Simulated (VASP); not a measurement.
# AlRu (P4/mmm) in VASP: notebook, part 4 of 4

VASP 6.6.1. Earlier steps stand in the parts before.

## Step 6: Single point, PBEsol (strain +0.0100 x Voigt [1, 0, 0, 0, 0, 0])

INCAR reads:

```
SYSTEM = AlRu
PREC     = Accurate       ! precision mode
ENCUT    = 520            ! plane-wave cutoff, eV
EDIFF    = 1E-6           ! SCF threshold, eV
ISMEAR   = 0              ! smearing method
SIGMA    = 0.15           ! smearing width, eV
LREAL    = .False.        ! projectors in reciprocal space
LASPH    = .True.         ! aspherical terms in the spheres
NELM     = 80             ! most SCF steps
ALGO     = Fast           ! electronic algorithm
ISIF     = 2              ! what is computed and relaxed
LWAVE    = .False.        ! write WAVECAR
LCHARG   = .False.        ! write CHGCAR
GGA      = PS             ! functional
NBANDS   = 16             ! bands
```

KPOINTS reads:

```
regular mesh
0
Gamma
  16 16 16
  0 0 0
```

POSCAR reads:

```
AlRu
1.0
    3.0215160000      0.0000000000      0.0000000000
    0.0000000000      2.9916000000      0.0000000000
    0.0000000000      0.0000000000      2.9916000000
Al Ru
1 1
Direct
    0.0000000000      0.0000000000      0.0000000000
    0.5000000000      0.5000000000      0.5000000000
```

Potentials or basis: VASP PAW PBE potentials, release 64 (Al, Ru_pv).

Launch:

```console
> cat potpaw_PBE.64/Al/POTCAR potpaw_PBE.64/Ru_pv/POTCAR > POTCAR
> mpirun -np 1 vasp_std > vasp.out
```

OUTCAR:

```text
SYSTEM = AlRu
   PREC = Accurate
   ENCUT = 520
   EDIFF = 1E-6
   ISMEAR = 0
   LREAL = .False.
   LASPH = .True.
   NELM = 80
   ISIF = 2
   GGA = PS

 ion  position               nearest neighbor table
   1  0.000  0.000  0.000-   2 2.60   2 2.60   2 2.60   2 2.60   2 2.60   2 2.60   2 2.60   2 2.60

   2  0.500  0.500  0.500-   1 2.60   1 2.60   1 2.60   1 2.60   1 2.60   1 2.60   1 2.60   1 2.60

  LATTYP: Found a simple tetragonal cell.
 ALAT       =     2.9916000000
 C/A-ratio  =     1.0100000000

  Lattice vectors:

 A1 = (   0.0000000000,   2.9916000000,   0.0000000000)
 A2 = (   0.0000000000,   0.0000000000,   2.9916000000)
 A3 = (   3.0215160000,   0.0000000000,   0.0000000000)

Analysis of symmetry for initial positions (statically):
=====================================================================
 Subroutine PRICEL returns:
 Original cell was already a primitive cell.

 Routine SETGRP: Setting up the symmetry group for a
 simple tetragonal supercell.

 Subroutine GETGRP returns: Found 16 space group operations
 (whereof 16 operations were pure point group operations)
 out of a pool of 16 trial point group operations.

The static configuration has the point symmetry D_4h.

Analysis of symmetry for dynamics (positions and initial velocities):
=====================================================================
 Subroutine PRICEL returns:
 Original cell was already a primitive cell.

 Routine SETGRP: Setting up the symmetry group for a
 simple tetragonal supercell.

 Subroutine GETGRP returns: Found 16 space group operations
 (whereof 16 operations were pure point group operations)
 out of a pool of 16 trial point group operations.

The dynamic configuration has the point symmetry D_4h.

 Subroutine INISYM returns: Found 16 space group operations
 (whereof 16 operations are pure point group operations),
 and found     1 'primitive' translations

----------------------------------------------------------------------------------------

                                     Primitive cell

  volume of cell :      27.0416

  direct lattice vectors                    reciprocal lattice vectors
     3.021516000  0.000000000  0.000000000     0.330959690  0.000000000  0.000000000
     0.000000000  2.991600000  0.000000000     0.000000000  0.334269287  0.000000000
     0.000000000  0.000000000  2.991600000     0.000000000  0.000000000  0.334269287

  length of vectors
     3.021516000  2.991600000  2.991600000     0.330959690  0.334269287  0.334269287

  position of ions in fractional coordinates (direct lattice)
     0.000000000  0.000000000  0.000000000
     0.500000000  0.500000000  0.500000000

  ion indices of the primitive-cell ions
   primitive index   ion index
                 1           1
                 2           2

----------------------------------------------------------------------------------------

 KPOINTS: regular mesh

Automatic generation of k-mesh.
 Grid dimensions read from file:
 generate k-points for:   16   16   16

 Generating k-lattice:

  Cartesian coordinates                     Fractional coordinates (reciprocal lattice)
     0.020684981  0.000000000  0.000000000     0.062500000  0.000000000  0.000000000
     0.000000000  0.020891830  0.000000000     0.000000000  0.062500000  0.000000000
     0.000000000  0.000000000  0.020891830     0.000000000  0.000000000  0.062500000

  Length of vectors
     0.020684981  0.020891830  0.020891830

  Shift w.r.t. Gamma in fractional coordinates (k-lattice)
     0.000000000  0.000000000  0.000000000

 Subroutine IBZKPT returns following result:
 ===========================================

 Found    405 irreducible k-points:

 Following reciprocal coordinates:
            Coordinates               Weight
  0.000000  0.000000  0.000000      1.000000
  0.062500  0.000000  0.000000      2.000000
  0.125000  0.000000  0.000000      2.000000
  0.187500  0.000000  0.000000      2.000000
  0.250000  0.000000  0.000000      2.000000
  0.312500  0.000000  0.000000      2.000000
[... 16 lines left out ...]
  0.250000  0.125000  0.000000      8.000000
  0.312500  0.125000  0.000000      8.000000
 [... further k-points ...]
   k-points           NKPTS =    405   k-points in BZ     NKDIM =    405   number of bands    NBANDS=     16
   number of dos      NEDOS =    301   number of ions     NIONS =      2
   total plane-waves  NPLWV =  13824
   dimension x,y,z NGX =    24 NGY =   24 NGZ =   24
   dimension x,y,z NGXF=    48 NGYF=   48 NGZF=   48
   ions per type =               1   1
   NGX,Y,Z   is equivalent  to a cutoff of  13.20, 13.34, 13.34 a.u.
   NGXF,Y,Z  is equivalent  to a cutoff of  26.41, 26.67, 26.67 a.u.
 SYSTEM =  AlRu
   PREC   = accura    normal or accurate (medium, high low for compatibility)
   ISTART =      0    job   : 0-new  1-cont  2-samecut
   ICHARG =      2    charge: 1-file 2-atom 10-const
   ISPIN  =      1    spin polarized calculation?
   LNONCOLLINEAR =      F non collinear calculations
   LSORBIT =      F    spin-orbit coupling
   LASPH  =      T    aspherical Exc in radial PAW
   ENCUT  =  520.0 eV  38.22 Ry    6.18 a.u.   5.62  5.56  5.56*2*pi/ulx,y,z
   NELM   =     80;   NELMIN=  2; NELMDL= -5     # of ELM steps
   EDIFF  = 0.1E-05   stopping-criterion for ELM
   LREAL  =      F    real-space projection
   EDIFFG = 0.1E-04   stopping-criterion for IOM
   NSW    =      0    number of steps for IOM
   IBRION =     -1    ionic relax: 0-MD 1-quasi-New 2-CG
   NFREE  =      0    steps in history (QN), initial steepest desc. (CG)
   ISIF   =      2    stress and relaxation
   ISYM   =      2    0-nonsym 1-usesym 2-fastsym
   POTIM  = 0.5000    time-step for ionic-motion
   TEBEG  =    0.0;   TEEND  =   0.0 temperature during run
   PSTRESS=    0.0 pullay stress
   NELECT =      17.0000    total number of electrons
   NUPDOWN=      -1.0000    fix difference up-down
   EMIN   =  10.00;   EMAX   =-10.00  energy-range for DOS
   EFERMI =   0.00;   METHOD = LEGACY
   ISMEAR =     0;   SIGMA  =   0.15  broadening in eV -4-tet -1-fermi 0-gaus
   EFERMI_NEDOS =   21; number of points for ismear=-14 and -15
   IALGO  =     68    algorithm
   IMIX   =      4    mixing-type and parameters
     AMIX     =   0.40;   BMIX     =  1.00
     AMIX_MAG =   1.60;   BMIX_MAG =  1.00
  volume/ion in A,a.u.               =      13.52        91.24
  Fermi-wavevector in a.u.,A,eV,Ry     =   1.402428  2.650204 26.759987  1.966804
  Thomas-Fermi vector in A             =   2.525190
   LORBIT       =      0    0 simple, 1 ext, 2 COOP (PROOUT), +10 PAW based schemes
   GGA     = PS    functional components
   LHFCALC =     F    Hartree Fock is set to
   AEXX    =    0.0000 exact exchange contribution
   IVDW    =     0    specifies the selected vdW correction
   LEPSILON=     F    determine dielectric tensor
   LRPA    =     F    only Hartree local field effects (RPA)
 non-spin polarized calculation
 RMM-DIIS sequential band-by-band and
 Gauss-broadening in eV      SIGMA  =   0.15
  energy-cutoff  :      520.00
  volume of cell :       27.04
 maximum number of plane-waves:       743
 NGX is ok and might be reduce to    24
   NGX = 11   NGY = 11   NGZ = 11

 number of electron      16.9999996 magnetization

 Free energy of the ion-electron system (eV)
  ---------------------------------------------------
  ext. energy  EPLUGINS =         0.00000000
  ---------------------------------------------------
  free energy    TOTEN  =       -15.51542924 eV

  energy without entropy =      -15.49611372  energy(sigma->0) =      -15.50577148

 E-fermi :  10.4755     XC(G=0): -12.6357

 val. band max:       10.4747791551   @ k =   0.1250   0.5000   0.4375
 cond. band min:      10.4762901361   @ k =   0.1250   0.3750   0.0625
 fundamental gap:      0.0015109811
 Fermi energy:        10.4754604169

 k-point     1 :       0.0000    0.0000    0.0000
  band No.  band energies     occupation
      1     -31.2574      2.00000
      2     -31.2461      2.00000
      3     -31.2461      2.00000
      4       0.8321      2.00000
      5       6.9173      2.00000
      6       6.9217      2.00000
[... 8 lines left out ...]
     15      22.4614      0.00000
     16      25.3500      0.00000
[... 419 lines left out ...]
 k-point    24 :       0.3125    0.1250    0.0000
  band No.  band energies     occupation
      1     -31.3860      2.00000
      2     -31.2653      2.00000
      3     -31.2324      2.00000
      4       2.8025      2.00000
      5       6.7902      2.00000
      6       7.5476      2.00000
[... 8 lines left out ...]
     15      24.4092      0.00000
     16      24.7651      0.00000

 [... further k-points ...]

------------------------ aborting loop because EDIFF is reached ----------------------------------------

  FORCE on cell =-STRESS in cart. coord.  units (eV):
  Direction    XX          YY          ZZ          XY          YZ          ZX
  --------------------------------------------------------------------------------------
  -------------------------------------------------------------------------------------
  Total       -1.0634190     -0.7889040     -0.7889040      0.0000000      0.0000000      0.0000000
  in kB      -63.0061643    -46.7415140    -46.7415140      0.0000000      0.0000000      0.0000000
  external PRESSURE =     -52.1630641 kB  Pullay stress =       0.0000000 kB

 VOLUME and BASIS-vectors are now :
 -----------------------------------------------------------------------------
  energy-cutoff  :      520.00
  volume of cell :       27.04
      direct lattice vectors                 reciprocal lattice vectors
     3.021516000  0.000000000  0.000000000     0.330959690  0.000000000  0.000000000
     0.000000000  2.991600000  0.000000000     0.000000000  0.334269287  0.000000000
     0.000000000  0.000000000  2.991600000     0.000000000  0.000000000  0.334269287

 POSITION                                       TOTAL-FORCE (eV/Angst)
 -----------------------------------------------------------------------------------
      0.00000      0.00000      0.00000         0.000000      0.000000      0.000000
      1.51076      1.49580      1.49580         0.000000      0.000000      0.000000
 -----------------------------------------------------------------------------------
    total drift:                                0.000000     -0.000000     -0.000000

  FREE ENERGIE OF THE ION-ELECTRON SYSTEM (eV)
  ---------------------------------------------------
  free  energy   TOTEN  =       -15.5154292411 eV

  energy  without entropy=      -15.4961137224  energy(sigma->0) =      -15.50577148
```

It took 77 s on 1 thread of AMD EPYC 9R45 (Zen 5), shared host; peak memory 0.25 GiB.

What came out:

```
Free energy            : -15.5154 eV
Pressure               : -5.2 GPa
Band gap on the k mesh : zero (an odd number of electrons rules out a gap without spin polarisation)
```

Caveat: the cell differs from its parent crystal (strain +0.0100 x Voigt [1, 0, 0, 0, 0, 0]); the cell stands under tension; the PAW data sets were made with another functional, which shifts forces and pressure a little.

## Step 7: Overview

```tsv
cell	further INCAR settings	gap on the mesh (eV)	pressure (GPa)
a = 2.872, b = 2.992, c = 2.992 Å, 2 atoms	ALGO = Fast; EDIFF = 1e-07; NBANDS = 16	none	6.2
a = 2.902, b = 2.992, c = 2.992 Å, 2 atoms	ALGO = Fast; EDIFF = 1e-06; NBANDS = 16	none	3.6
a = 2.932, b = 2.992, c = 2.992 Å, 2 atoms	ALGO = Fast; EDIFF = 1e-06; NBANDS = 16	none	1.2
a = 2.962, b = 2.992, c = 2.992 Å, 2 atoms	ALGO = Fast; EDIFF = 1e-06; NBANDS = 16	none	-1.1
a = 3.022, b = 2.992, c = 2.992 Å, 2 atoms	ALGO = Fast; EDIFF = 1e-06; NBANDS = 16	none	-5.2
```

Alike in all rows: task single point; level PBEsol; potentials or basis VASP PAW PBE potentials, release 64 (Al, Ru_pv); no spin polarisation; k mesh 16 × 16 × 16; cutoff (eV) 520; smearing gaussian 0.15 eV.

Caveats: the PAW data sets were made with another functional, which shifts forces and pressure a little; the cell stands under pressure (at least some runs); the cell stands under tension (at least some runs).

Absolute energies hang on the potentials; compare differences alone.
